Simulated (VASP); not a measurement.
# NaTaO2 (P6/mmm) in VASP: single point with PBE

Aim: the single point of NaTaO2 with PBE.

Program: VASP 6.6.1. These are calculated values, not measurements. Logs are shortened: lines on timing, memory, paths and dates and some standing lists are left out, and cuts for length are marked.

### Step 1. The cell of the first run

It takes space group P6/mmm (No. 191, hexagonal). Conventional cell: a = 3.321 Å, b = 3.321 Å, c = 5.798 Å, α = 90.00°, β = 90.00°, γ = 120.00°. Na (site symmetry 6/mmm) has 6 O at 1.92 Å within 2.5 Å. Ta (site symmetry 6/mmm) has 2 Na at 2.90 Å and 6 Ta at 3.32 Å and 12 O at 3.48 Å within 3.8 Å. O (site symmetry -6m2) has 3 O at 1.92 Å and 3 Na at 1.92 Å within 2.5 Å.

The cell was built from a structure type or drawn by symmetry, and may not be a known phase.

### Step 2. Single point, PBE

File INCAR:

```
SYSTEM = NaTaO2
ALGO = Normal ; EDIFF = 1E-6
ENCUT = 970 ; GGA = PE
GGA_COMPAT = .False. ; ISIF = 2
ISMEAR = 0 ; LASPH = .True.
LCHARG = .False. ; LREAL = .False.
LWAVE = .False. ; NBANDS = 25
NELM = 120 ; PREC = Accurate
SIGMA = 0.1
```

File KPOINTS:

```
k-points
0
Gamma
  6 6 4
  0 0 0
```

File POSCAR:

```
NaTaO2
1.0
    3.3212852200      0.0000000000      0.0000000000
   -1.6606426100      2.8763173700      0.0000000000
    0.0000000000      0.0000000000      5.7977552700
Na Ta O
1 1 2
Direct
    0.0000000000      0.0000000000      0.0000000000
    0.0000000000      0.0000000000      0.5000000000
    0.3333333300      0.6666666700      0.0000000000
    0.6666666700      0.3333333300      0.0000000000
```

Potentials or basis: VASP PAW PBE potentials, release 64 (Na_sv, Ta_sv_GW, O).

Run with:

```sh
> cat potpaw_PBE.64/Na_sv/POTCAR potpaw_PBE.64/Ta_sv_GW/POTCAR potpaw_PBE.64/O/POTCAR > POTCAR
> mpirun -np 1 vasp_std > vasp.out
```

OUTCAR:

```text
SYSTEM = NaTaO2
   EDIFF = 1E-6
   ENCUT = 970
   GGA = PE
   ISIF = 2
   ISMEAR = 0
   LASPH = .True.
   LREAL = .False.
   NELM = 120
   PREC = Accurate

 ion  position               nearest neighbor table
   1  0.000  0.000  0.000-   3 1.92   4 1.92   3 1.92   4 1.92   4 1.92   3 1.92
   2  0.000  0.000  0.500-
   3  0.333  0.667  0.000-   4 1.92   1 1.92   4 1.92   1 1.92   1 1.92   4 1.92
   4  0.667  0.333  0.000-   3 1.92   1 1.92   3 1.92   1 1.92   1 1.92   3 1.92

  LATTYP: Found a hexagonal cell.
 ALAT       =     3.3212852200
 C/A-ratio  =     1.7456360674

  Lattice vectors:

 A1 = (   3.3212852200,   0.0000000000,   0.0000000000)
 A2 = (  -1.6606426100,   2.8763173700,   0.0000000000)
 A3 = (   0.0000000000,   0.0000000000,   5.7977552700)

Analysis of symmetry for initial positions (statically):
=====================================================================
 Subroutine PRICEL returns:
 Original cell was already a primitive cell.

 Routine SETGRP: Setting up the symmetry group for a
 hexagonal supercell.

 Subroutine GETGRP returns: Found 24 space group operations
 (whereof 24 operations were pure point group operations)
 out of a pool of 24 trial point group operations.

The static configuration has the point symmetry D_6h.

Analysis of symmetry for dynamics (positions and initial velocities):
=====================================================================
 Subroutine PRICEL returns:
 Original cell was already a primitive cell.

 Routine SETGRP: Setting up the symmetry group for a
 hexagonal supercell.

 Subroutine GETGRP returns: Found 24 space group operations
 (whereof 24 operations were pure point group operations)
 out of a pool of 24 trial point group operations.

The dynamic configuration has the point symmetry D_6h.

 Subroutine INISYM returns: Found 24 space group operations
 (whereof 24 operations are pure point group operations),
 and found     1 'primitive' translations

----------------------------------------------------------------------------------------

                                     Primitive cell

  volume of cell :      55.3864

  direct lattice vectors                    reciprocal lattice vectors
     3.321285220  0.000000000  0.000000000     0.301088264  0.173833390  0.000000000
    -1.660642610  2.876317370  0.000000000     0.000000000  0.347666781  0.000000000
     0.000000000  0.000000000  5.797755270     0.000000000  0.000000000  0.172480547

  length of vectors
     3.321285220  3.321285217  5.797755270     0.347666780  0.347666781  0.172480547

  position of ions in fractional coordinates (direct lattice)
     0.000000000  0.000000000  0.000000000
     0.000000000  0.000000000  0.500000000
     0.333333330  0.666666670  0.000000000
     0.666666670  0.333333330  0.000000000

  ion indices of the primitive-cell ions
   primitive index   ion index
                 1           1
                 2           2
                 3           3
                 4           4

----------------------------------------------------------------------------------------

 KPOINTS: k-points

Automatic generation of k-mesh.
 Grid dimensions read from file:
 generate k-points for:    6    6    4

 Generating k-lattice:

  Cartesian coordinates                     Fractional coordinates (reciprocal lattice)
     0.050181377  0.028972232  0.000000000     0.166666667  0.000000000  0.000000000
     0.000000000  0.057944463  0.000000000     0.000000000  0.166666667  0.000000000
     0.000000000  0.000000000  0.043120137     0.000000000  0.000000000  0.250000000

  Length of vectors
     0.057944463  0.057944463  0.043120137

  Shift w.r.t. Gamma in fractional coordinates (k-lattice)
     0.000000000  0.000000000  0.000000000

 Subroutine IBZKPT returns following result:
 ===========================================

 Found     21 irreducible k-points:

 Following reciprocal coordinates:
            Coordinates               Weight
  0.000000  0.000000  0.000000      1.000000
  0.166667 -0.000000  0.000000      6.000000
  0.333333  0.000000  0.000000      6.000000
  0.500000 -0.000000  0.000000      3.000000
  0.166667  0.166667  0.000000      6.000000
  0.333333  0.166667  0.000000     12.000000
[... 13 lines left out ...]
  0.333333  0.166667  0.500000     12.000000
  0.333333  0.333333  0.500000      2.000000
   k-points           NKPTS =     21   k-points in BZ     NKDIM =     21   number of bands    NBANDS=     25
   number of dos      NEDOS =    301   number of ions     NIONS =      4
   total plane-waves  NPLWV =  77760
   dimension x,y,z NGX =    36 NGY =   36 NGZ =   60
   dimension x,y,z NGXF=    72 NGYF=   72 NGZF=  120
   ions per type =               1   1   2
   NGX,Y,Z   is equivalent  to a cutoff of  18.02, 18.02, 17.20 a.u.
   NGXF,Y,Z  is equivalent  to a cutoff of  36.04, 36.04, 34.41 a.u.
 SYSTEM =  NaTaO2
   PREC   = accura    normal or accurate (medium, high low for compatibility)
   ISTART =      0    job   : 0-new  1-cont  2-samecut
   ICHARG =      2    charge: 1-file 2-atom 10-const
   ISPIN  =      1    spin polarized calculation?
   LNONCOLLINEAR =      F non collinear calculations
   LSORBIT =      F    spin-orbit coupling
   LASPH  =      T    aspherical Exc in radial PAW
   ENCUT  =  970.0 eV  71.29 Ry    8.44 a.u.   8.43  8.43 14.72*2*pi/ulx,y,z
   NELM   =    120;   NELMIN=  2; NELMDL= -5     # of ELM steps
   EDIFF  = 0.1E-05   stopping-criterion for ELM
   LREAL  =      F    real-space projection
   EDIFFG = 0.1E-04   stopping-criterion for IOM
   NSW    =      0    number of steps for IOM
   IBRION =     -1    ionic relax: 0-MD 1-quasi-New 2-CG
   NFREE  =      0    steps in history (QN), initial steepest desc. (CG)
   ISIF   =      2    stress and relaxation
   ISYM   =      2    0-nonsym 1-usesym 2-fastsym
   POTIM  = 0.5000    time-step for ionic-motion
   TEBEG  =    0.0;   TEEND  =   0.0 temperature during run
   PSTRESS=    0.0 pullay stress
   NELECT =      34.0000    total number of electrons
   NUPDOWN=      -1.0000    fix difference up-down
   EMIN   =  10.00;   EMAX   =-10.00  energy-range for DOS
   EFERMI =   0.00;   METHOD = LEGACY
   ISMEAR =     0;   SIGMA  =   0.10  broadening in eV -4-tet -1-fermi 0-gaus
   EFERMI_NEDOS =   21; number of points for ismear=-14 and -15
   IALGO  =     38    algorithm
   IMIX   =      4    mixing-type and parameters
     AMIX     =   0.40;   BMIX     =  1.00
     AMIX_MAG =   1.60;   BMIX_MAG =  1.00
  volume/ion in A,a.u.               =      13.85        93.44
  Fermi-wavevector in a.u.,A,eV,Ry     =   1.391341  2.629253 26.338555  1.935829
  Thomas-Fermi vector in A             =   2.515189
   LORBIT       =      0    0 simple, 1 ext, 2 COOP (PROOUT), +10 PAW based schemes
   GGA     = PE    functional components
   LHFCALC =     F    Hartree Fock is set to
   AEXX    =    0.0000 exact exchange contribution
   IVDW    =     0    specifies the selected vdW correction
   LEPSILON=     F    determine dielectric tensor
   LRPA    =     F    only Hartree local field effects (RPA)
 non-spin polarized calculation
 Gauss-broadening in eV      SIGMA  =   0.10
  energy-cutoff  :      970.00
  volume of cell :       55.39
 maximum number of plane-waves:      3839
 NGX is ok and might be reduce to    36
   NGX = 17   NGY = 17   NGZ = 29

 number of electron      33.9999994 magnetization

 Free energy of the ion-electron system (eV)
  ---------------------------------------------------
  ext. energy  EPLUGINS =         0.00000000
  ---------------------------------------------------
  free energy    TOTEN  =       -18.06240207 eV

  energy without entropy =      -18.03831894  energy(sigma->0) =      -18.05036051

 E-fermi :   5.0924     XC(G=0): -10.7487

 val. band max:        5.0875400343   @ k =   0.1667  -0.0000   0.2500
 cond. band min:       5.0972268357   @ k =   0.5000  -0.0000   0.0000
 fundamental gap:      0.0096868014
 Fermi energy:         5.0924060927

 k-point     1 :       0.0000    0.0000    0.0000
  band No.  band energies     occupation
      1     -64.1189      2.00000
      2     -45.1470      2.00000
      3     -30.7907      2.00000
      4     -30.1331      2.00000
      5     -30.1331      2.00000
      6     -17.1896      2.00000
[... 17 lines left out ...]
     24      16.9136      0.00000
     25      17.4783      0.00000

 k-point     2 :       0.1667   -0.0000    0.0000
  band No.  band energies     occupation
      1     -64.1159      2.00000
      2     -45.1421      2.00000
      3     -30.7834      2.00000
      4     -30.1934      2.00000
      5     -30.1479      2.00000
      6     -17.5860      2.00000
[... 17 lines left out ...]
     24      17.0002      0.00000
     25      17.6869      0.00000

 k-point     3 :       0.3333    0.0000    0.0000
  band No.  band energies     occupation
      1     -64.1099      2.00000
      2     -45.1324      2.00000
      3     -30.7688      2.00000
      4     -30.3122      2.00000
      5     -30.1772      2.00000
      6     -18.0765      2.00000
[... 17 lines left out ...]
     24      13.0796      0.00000
     25      17.0103      0.00000

 k-point     4 :       0.5000   -0.0000    0.0000
  band No.  band energies     occupation
      1     -64.1069      2.00000
      2     -45.1276      2.00000
      3     -30.7615      2.00000
      4     -30.3707      2.00000
      5     -30.1918      2.00000
      6     -18.2498      2.00000
[... 17 lines left out ...]
     24      11.0993      0.00000
     25      15.5342      0.00000
[... 393 lines left out ...]
 k-point    19 :       0.1667    0.1667    0.5000
  band No.  band energies     occupation
      1     -64.1114      2.00000
      2     -45.1350      2.00000
      3     -30.7711      2.00000
      4     -30.2715      2.00000
      5     -30.1813      2.00000
      6     -17.9285      2.00000
[... 17 lines left out ...]
     24      14.3296      0.00000
     25      16.2569      0.00000

 k-point    20 :       0.3333    0.1667    0.5000
  band No.  band energies     occupation
      1     -64.1069      2.00000
      2     -45.1277      2.00000
      3     -30.7601      2.00000
      4     -30.3407      2.00000
      5     -30.2225      2.00000
      6     -18.1160      2.00000
[... 17 lines left out ...]
     24      11.0054      0.00000
     25      14.4083      0.00000

 k-point    21 :       0.3333    0.3333    0.5000
  band No.  band energies     occupation
      1     -64.1055      2.00000
      2     -45.1253      2.00000
      3     -30.7564      2.00000
      4     -30.3003      2.00000
      5     -30.3003      2.00000
      6     -17.8450      2.00000
[... 17 lines left out ...]
     24      12.1513      0.00000
     25      12.1513      0.00000

------------------------ aborting loop because EDIFF is reached ----------------------------------------

  FORCE on cell =-STRESS in cart. coord.  units (eV):
  Direction    XX          YY          ZZ          XY          YZ          ZX
  --------------------------------------------------------------------------------------
  -------------------------------------------------------------------------------------
  Total       10.2204183     10.2204183      2.4662941      0.0000000     -0.0000000      0.0000000
  in kB      295.6489882    295.6489874     71.3432004      0.0000000     -0.0000000      0.0000000
  external PRESSURE =     220.8803920 kB  Pullay stress =       0.0000000 kB

 VOLUME and BASIS-vectors are now :
 -----------------------------------------------------------------------------
  energy-cutoff  :      970.00
  volume of cell :       55.39
      direct lattice vectors                 reciprocal lattice vectors
     3.321285220  0.000000000  0.000000000     0.301088264  0.173833390  0.000000000
    -1.660642610  2.876317370  0.000000000     0.000000000  0.347666781  0.000000000
     0.000000000  0.000000000  5.797755270     0.000000000  0.000000000  0.172480547

 POSITION                                       TOTAL-FORCE (eV/Angst)
 -----------------------------------------------------------------------------------
      0.00000      0.00000      0.00000         0.000000      0.000000      0.000000
      0.00000      0.00000      2.89888         0.000000      0.000000      0.000000
     -0.00000      1.91754      0.00000         0.000000     -0.000000      0.000000
      1.66064      0.95877      0.00000        -0.000000      0.000000      0.000000
 -----------------------------------------------------------------------------------
    total drift:                               -0.000000      0.000000     -0.000000

  FREE ENERGIE OF THE ION-ELECTRON SYSTEM (eV)
  ---------------------------------------------------
  free  energy   TOTEN  =       -18.0624020715 eV

  energy  without entropy=      -18.0383189448  energy(sigma->0) =      -18.05036051
```

Wall time 68 s (1 thread of Intel Xeon Platinum 8488C (Sapphire Rapids), shared host); peak memory 0.31 GiB.

Results:

| Quantity | Value |
| --- | --- |
| Free energy | -18.0624 eV |
| Pressure | 22.1 GPa |
| Band gap on the k mesh | zero (bands 17 and 18 overlap by 0.55 eV) |

Caveat: the k points lie up to 0.36 Å⁻¹ apart, too coarse for converged energies and pressures of a metal; spin-orbit coupling is left out, which moves the levels of the heavy elements.
